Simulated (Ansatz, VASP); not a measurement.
## Hf3S in VASP and in Ansatz

```
Hf S
1.0
     4.27140    0.00000    0.00000
     0.00000    4.27140    0.00000
     0.00000    0.00000    4.27140
Hf S
3 1
Direct
  0.00000 0.50000 0.50000
  0.50000 0.00000 0.50000
  0.50000 0.50000 0.00000
  0.00000 0.00000 0.00000
```

Alike in both runs: task single point; functional PBE; k mesh 4 × 4 × 4; occupations gaussian, width 0.1 eV; no spin polarisation.

|  | VASP | Ansatz |
| --- | --- | --- |
| version | VASP 6.6.1 | Ansatz 0.2.0 |
| potentials or method | VASP PAW PBE potentials, release 64 (Hf_pv, S), cutoff 520 eV | scalar-relativistic, plane waves, PAW |
| valence electrons in the cell | 36 | 84 |

|  | VASP | Ansatz | Ansatz less VASP |
| --- | --- | --- | --- |
| gap on the k mesh at the Fermi level (eV) | none | none | - |
| pressure (GPa) | -1.4 | -0.8 | +0.56 |

A gap of «none» marks a metal or a gap that the smearing closes. The functional is the same, so the differences come from potentials, cutoffs and numerics. VASP's potentials hold 36 valence electrons a cell and Ansatz's 84, so a difference there can come from the potentials and not from the codes.

The k mesh is coarse, so the values compare programs but aren't converged. Spin-orbit coupling is off throughout.
